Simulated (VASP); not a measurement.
# SrHfBr6 (Fm-3m) in VASP: settings compared

SrHfBr6 is run at these levels: PBEsol, r2SCAN+rVV10; tasks: single point.

All numbers are computed with VASP 6.6.1; they aren't measurements. Logs are shortened: lines on timing, memory, paths and dates and some standing lists are left out, and cuts for length are marked.

## 1. The cell of the first run

Symmetry: Fm-3m, No. 225, cubic system. Conventional cell: a = 11.159 Å, b = 11.159 Å, c = 11.159 Å, α = 90.00°, β = 90.00°, γ = 90.00°. Sr (site symmetry m-3m) has 6 Br at 2.99 Å within 3.9 Å. Within 3.4 Å of Hf (site symmetry m-3m) lie 6 Br at 2.59 Å. Within 3.4 Å of Br (site symmetry 4mm) lie 1 Hf at 2.59 Å and 1 Sr at 2.99 Å.

## 2. Single point, PBEsol

Input file INCAR:

```
SYSTEM = SrHfBr6
ALGO = Normal
EDIFF = 1E-6
ENCUT = 520
GGA = PS
ISIF = 2
ISMEAR = -1
LASPH = .TRUE.
LCHARG = .FALSE.
LREAL = .FALSE.
LWAVE = .FALSE.
NBANDS = 41
NELM = 80
PREC = Accurate
SIGMA = 0.03
```

Input file KPOINTS:

```
k-points
0
G
  4 4 4
  0 0 0
```

Input file POSCAR:

```
SrHfBr6
1.0
    0.0000000000      5.5795779855      5.5795779855
    5.5795779855      0.0000000000      5.5795779855
    5.5795779855      5.5795779855      0.0000000000
Sr Hf Br
1 1 6
Direct
    0.5000000000      0.5000000000      0.5000000000
    0.0000000000      0.0000000000      0.0000000000
    0.7682801978      0.2317198022      0.2317198022
    0.2317198022      0.7682801978      0.7682801978
    0.2317198022      0.7682801978      0.2317198022
    0.7682801978      0.2317198022      0.7682801978
    0.2317198022      0.2317198022      0.7682801978
    0.7682801978      0.7682801978      0.2317198022
```

Potentials or basis: VASP PAW PBE potentials, release 64 (Sr_sv, Hf_pv, Br).

Started as:

```
> cat potpaw_PBE.64/Sr_sv/POTCAR potpaw_PBE.64/Hf_pv/POTCAR potpaw_PBE.64/Br/POTCAR > POTCAR
> mpirun -np 1 vasp_std > vasp.out
```

OUTCAR:

```text
SYSTEM = SrHfBr6
   EDIFF = 1E-6
   ENCUT = 520
   GGA = PS
   ISIF = 2
   ISMEAR = -1
   LASPH = .TRUE.
   LREAL = .FALSE.
   NELM = 80
   PREC = Accurate

 ion  position               nearest neighbor table
   1  0.500  0.500  0.500-   3 2.99   4 2.99   5 2.99   6 2.99   7 2.99   8 2.99
   2  0.000  0.000  0.000-   3 2.59   4 2.59   5 2.59   6 2.59   7 2.59   8 2.59
   3  0.768  0.232  0.232-   2 2.59   1 2.99
   4  0.232  0.768  0.768-   2 2.59   1 2.99
   5  0.232  0.768  0.232-   2 2.59   1 2.99
   6  0.768  0.232  0.768-   2 2.59   1 2.99
   7  0.232  0.232  0.768-   2 2.59   1 2.99
   8  0.768  0.768  0.232-   2 2.59   1 2.99

  LATTYP: Found a face centered cubic cell.
 ALAT       =    11.1591559710

  Lattice vectors:

 A1 = (   0.0000000000,   5.5795779855,   5.5795779855)
 A2 = (   5.5795779855,   0.0000000000,   5.5795779855)
 A3 = (   5.5795779855,   5.5795779855,   0.0000000000)

Analysis of symmetry for initial positions (statically):
=====================================================================
 Subroutine PRICEL returns:
 Original cell was already a primitive cell.

 Routine SETGRP: Setting up the symmetry group for a
 face centered cubic supercell.

 Subroutine GETGRP returns: Found 48 space group operations
 (whereof 48 operations were pure point group operations)
 out of a pool of 48 trial point group operations.

The static configuration has the point symmetry O_h .

Analysis of symmetry for dynamics (positions and initial velocities):
=====================================================================
 Subroutine PRICEL returns:
 Original cell was already a primitive cell.

 Routine SETGRP: Setting up the symmetry group for a
 face centered cubic supercell.

 Subroutine GETGRP returns: Found 48 space group operations
 (whereof 48 operations were pure point group operations)
 out of a pool of 48 trial point group operations.

The dynamic configuration has the point symmetry O_h .

 Subroutine INISYM returns: Found 48 space group operations
 (whereof 48 operations are pure point group operations),
 and found     1 'primitive' translations

----------------------------------------------------------------------------------------

                                     Primitive cell

  volume of cell :     347.4034

  direct lattice vectors                    reciprocal lattice vectors
     0.000000000  5.579577986  5.579577986    -0.089612512  0.089612512  0.089612512
     5.579577986  0.000000000  5.579577986     0.089612512 -0.089612512  0.089612512
     5.579577986  5.579577986  0.000000000     0.089612512  0.089612512 -0.089612512

  length of vectors
     7.890714859  7.890714859  7.890714859     0.155213424  0.155213424  0.155213424

  position of ions in fractional coordinates (direct lattice)
     0.500000000  0.500000000  0.500000000
     0.000000000  0.000000000  0.000000000
     0.768280198  0.231719802  0.231719802
     0.231719802  0.768280198  0.768280198
     0.231719802  0.768280198  0.231719802
     0.768280198  0.231719802  0.768280198
     0.231719802  0.231719802  0.768280198
     0.768280198  0.768280198  0.231719802

  ion indices of the primitive-cell ions
   primitive index   ion index
                 1           1
                 2           2
                 3           3
                 4           4
                 5           5
                 6           6
                 7           7
                 8           8

----------------------------------------------------------------------------------------

 KPOINTS: k-points

Automatic generation of k-mesh.
 Grid dimensions read from file:
 generate k-points for:    4    4    4

 Generating k-lattice:

  Cartesian coordinates                     Fractional coordinates (reciprocal lattice)
    -0.022403128  0.022403128  0.022403128     0.250000000  0.000000000  0.000000000
     0.022403128 -0.022403128  0.022403128     0.000000000  0.250000000  0.000000000
     0.022403128  0.022403128 -0.022403128     0.000000000  0.000000000  0.250000000

  Length of vectors
     0.038803356  0.038803356  0.038803356

  Shift w.r.t. Gamma in fractional coordinates (k-lattice)
     0.000000000  0.000000000  0.000000000

 Subroutine IBZKPT returns following result:
 ===========================================

 Found      8 irreducible k-points:

 Following reciprocal coordinates:
            Coordinates               Weight
  0.000000  0.000000  0.000000      1.000000
  0.250000  0.000000  0.000000      8.000000
  0.500000  0.000000  0.000000      4.000000
  0.250000  0.250000  0.000000      6.000000
  0.500000  0.250000  0.000000     24.000000
 -0.250000  0.250000  0.000000     12.000000
  0.500000  0.500000  0.000000      3.000000
 -0.250000  0.500000  0.250000      6.000000
   k-points           NKPTS =      8   k-points in BZ     NKDIM =      8   number of bands    NBANDS=     41
   number of dos      NEDOS =    301   number of ions     NIONS =      8
   total plane-waves  NPLWV = 216000
   dimension x,y,z NGX =    60 NGY =   60 NGZ =   60
   dimension x,y,z NGXF=   120 NGYF=  120 NGZF=  120
   ions per type =               1   1   6
   NGX,Y,Z   is equivalent  to a cutoff of  12.64, 12.64, 12.64 a.u.
   NGXF,Y,Z  is equivalent  to a cutoff of  25.28, 25.28, 25.28 a.u.
 SYSTEM =  SrHfBr6
   PREC   = accura    normal or accurate (medium, high low for compatibility)
   ISTART =      0    job   : 0-new  1-cont  2-samecut
   ICHARG =      2    charge: 1-file 2-atom 10-const
   ISPIN  =      1    spin polarized calculation?
   LNONCOLLINEAR =      F non collinear calculations
   LSORBIT =      F    spin-orbit coupling
   LASPH  =      T    aspherical Exc in radial PAW
   ENCUT  =  520.0 eV  38.22 Ry    6.18 a.u.  14.67 14.67 14.67*2*pi/ulx,y,z
   NELM   =     80;   NELMIN=  2; NELMDL= -5     # of ELM steps
   EDIFF  = 0.1E-05   stopping-criterion for ELM
   LREAL  =      F    real-space projection
   EDIFFG = 0.1E-04   stopping-criterion for IOM
   NSW    =      0    number of steps for IOM
   IBRION =     -1    ionic relax: 0-MD 1-quasi-New 2-CG
   NFREE  =      0    steps in history (QN), initial steepest desc. (CG)
   ISIF   =      2    stress and relaxation
   ISYM   =      2    0-nonsym 1-usesym 2-fastsym
   POTIM  = 0.5000    time-step for ionic-motion
   TEBEG  =    0.0;   TEEND  =   0.0 temperature during run
   PSTRESS=    0.0 pullay stress
   NELECT =      62.0000    total number of electrons
   NUPDOWN=      -1.0000    fix difference up-down
   EMIN   =  10.00;   EMAX   =-10.00  energy-range for DOS
   EFERMI =   0.00;   METHOD = LEGACY
   ISMEAR =    -1;   SIGMA  =   0.03  broadening in eV -4-tet -1-fermi 0-gaus
   EFERMI_NEDOS =   21; number of points for ismear=-14 and -15
   IALGO  =     38    algorithm
   IMIX   =      4    mixing-type and parameters
     AMIX     =   0.40;   BMIX     =  1.00
     AMIX_MAG =   1.60;   BMIX_MAG =  1.00
  volume/ion in A,a.u.               =      43.43       293.05
  Fermi-wavevector in a.u.,A,eV,Ry     =   0.921709  1.741778 11.558807  0.849548
  Thomas-Fermi vector in A             =   2.047156
   LORBIT       =      0    0 simple, 1 ext, 2 COOP (PROOUT), +10 PAW based schemes
   GGA     = PS    functional components
   LHFCALC =     F    Hartree Fock is set to
   AEXX    =    0.0000 exact exchange contribution
   IVDW    =     0    specifies the selected vdW correction
   LEPSILON=     F    determine dielectric tensor
   LRPA    =     F    only Hartree local field effects (RPA)
 non-spin polarized calculation
  energy-cutoff  :      520.00
  volume of cell :      347.40
 maximum number of plane-waves:      9405
 NGX is ok and might be reduce to    60
   NGX = 29   NGY = 29   NGZ = 29

 number of electron      62.0000001 magnetization

 Free energy of the ion-electron system (eV)
  ---------------------------------------------------
  ext. energy  EPLUGINS =         0.00000000
  ---------------------------------------------------
  free energy    TOTEN  =       -35.98722216 eV

  energy without entropy =      -35.98722216  energy(sigma->0) =      -35.98722216

 E-fermi :  -1.2008     XC(G=0):  -6.7668

 val. band max:       -1.9469486945   @ k =   0.0000   0.0000   0.0000
 cond. band min:       0.9298278814   @ k =   0.0000   0.0000   0.0000
 fundamental gap:      2.8767765759
 Fermi energy:        -1.2007603975

 k-point     1 :       0.0000    0.0000    0.0000
  band No.  band energies     occupation
      1     -35.8524      2.00000
      2     -32.5643      2.00000
      3     -32.5643      2.00000
      4     -32.5643      2.00000
      5     -17.9848      2.00000
      6     -17.9848      2.00000
[... 33 lines left out ...]
     40       4.2285      0.00000
     41       4.2291      0.00000

 k-point     2 :       0.2500    0.0000    0.0000
  band No.  band energies     occupation
      1     -35.8524      2.00000
      2     -32.5643      2.00000
      3     -32.5643      2.00000
      4     -32.5643      2.00000
      5     -17.9880      2.00000
      6     -17.9851      2.00000
[... 33 lines left out ...]
     40       3.9745      0.00000
     41       4.6069      0.00000

 k-point     3 :       0.5000    0.0000    0.0000
  band No.  band energies     occupation
      1     -35.8525      2.00000
      2     -32.5643      2.00000
      3     -32.5643      2.00000
      4     -32.5643      2.00000
      5     -17.9913      2.00000
      6     -17.9854      2.00000
[... 33 lines left out ...]
     40       4.7004      0.00000
     41       4.7028      0.00000

 k-point     4 :       0.2500    0.2500    0.0000
  band No.  band energies     occupation
      1     -35.8524      2.00000
      2     -32.5643      2.00000
      3     -32.5643      2.00000
      4     -32.5643      2.00000
      5     -17.9873      2.00000
      6     -17.9849      2.00000
[... 33 lines left out ...]
     40       4.2215      0.00000
     41       4.5758      0.00000

 k-point     5 :       0.5000    0.2500    0.0000
  band No.  band energies     occupation
      1     -35.8524      2.00000
      2     -32.5643      2.00000
      3     -32.5643      2.00000
      4     -32.5643      2.00000
      5     -17.9882      2.00000
      6     -17.9853      2.00000
[... 33 lines left out ...]
     40       3.9931      0.00000
     41       4.9870      0.00000

 k-point     6 :      -0.2500    0.2500    0.0000
  band No.  band energies     occupation
      1     -35.8525      2.00000
      2     -32.5643      2.00000
      3     -32.5643      2.00000
      4     -32.5643      2.00000
      5     -17.9893      2.00000
      6     -17.9854      2.00000
[... 33 lines left out ...]
     40       4.3717      0.00000
     41       4.8179      0.00000

 k-point     7 :       0.5000    0.5000    0.0000
  band No.  band energies     occupation
      1     -35.8524      2.00000
      2     -32.5643      2.00000
      3     -32.5643      2.00000
      4     -32.5643      2.00000
      5     -17.9854      2.00000
      6     -17.9851      2.00000
[... 33 lines left out ...]
     40       4.2253      0.00000
     41       5.3477      0.00000

 k-point     8 :      -0.2500    0.5000    0.2500
  band No.  band energies     occupation
      1     -35.8525      2.00000
      2     -32.5643      2.00000
      3     -32.5643      2.00000
      4     -32.5643      2.00000
      5     -17.9873      2.00000
      6     -17.9852      2.00000
[... 33 lines left out ...]
     40       4.2894      0.00000
     41       4.9587      0.00000

------------------------ aborting loop because EDIFF is reached ----------------------------------------

  FORCE on cell =-STRESS in cart. coord.  units (eV):
  Direction    XX          YY          ZZ          XY          YZ          ZX
  --------------------------------------------------------------------------------------
  -------------------------------------------------------------------------------------
  Total       -0.0988940     -0.0988940     -0.0988940     -0.0000000     -0.0000000      0.0000000
  in kB       -0.4560855     -0.4560855     -0.4560855     -0.0000000     -0.0000000      0.0000000
  external PRESSURE =      -0.4560855 kB  Pullay stress =       0.0000000 kB

 VOLUME and BASIS-vectors are now :
 -----------------------------------------------------------------------------
  energy-cutoff  :      520.00
  volume of cell :      347.40
      direct lattice vectors                 reciprocal lattice vectors
     0.000000000  5.579577986  5.579577986    -0.089612512  0.089612512  0.089612512
     5.579577986  0.000000000  5.579577986     0.089612512 -0.089612512  0.089612512
     5.579577986  5.579577986  0.000000000     0.089612512  0.089612512 -0.089612512

 POSITION                                       TOTAL-FORCE (eV/Angst)
 -----------------------------------------------------------------------------------
      5.57958      5.57958      5.57958        -0.000000      0.000000     -0.000000
      0.00000      0.00000      0.00000        -0.000000      0.000000     -0.000000
      2.58580      5.57958      5.57958        -0.064554      0.000000     -0.000000
      8.57336      5.57958      5.57958         0.064554      0.000000     -0.000000
      5.57958      2.58580      5.57958        -0.000000     -0.064554     -0.000000
      5.57958      8.57336      5.57958        -0.000000      0.064554     -0.000000
      5.57958      5.57958      2.58580        -0.000000      0.000000     -0.064554
      5.57958      5.57958      8.57336        -0.000000      0.000000      0.064554
 -----------------------------------------------------------------------------------
    total drift:                               -0.000000     -0.000000      0.000000

  FREE ENERGIE OF THE ION-ELECTRON SYSTEM (eV)
  ---------------------------------------------------
  free  energy   TOTEN  =       -35.9872221606 eV

  energy  without entropy=      -35.9872221606  energy(sigma->0) =      -35.98722216
```

Wall time 5 min (1 thread of Oxide Virtual Turin-like, shared host); peak memory 0.48 GiB.

What came out:

```
Free energy            : -35.9872 eV
Pressure               : 0.0 GPa
Largest force          : 0.065 eV/Å
Band gap on the k mesh : 2.88 eV
```

Forces in eV/Å, atoms in the order of the input:
```
Sr   0.000  0.000  0.000
Hf   0.000  0.000  0.000
Br  -0.065  0.000  0.000
Br   0.065  0.000  0.000
Br   0.000 -0.065  0.000
Br   0.000  0.065  0.000
Br   0.000  0.000 -0.065
Br   0.000  0.000  0.065
```

Caveat: the PAW data sets were made with another functional, which shifts forces and pressure a little; spin-orbit coupling is left out, which moves the levels of the heavy elements. A k mesh can miss the band edges.

(Part 1 of 2 ends here.)
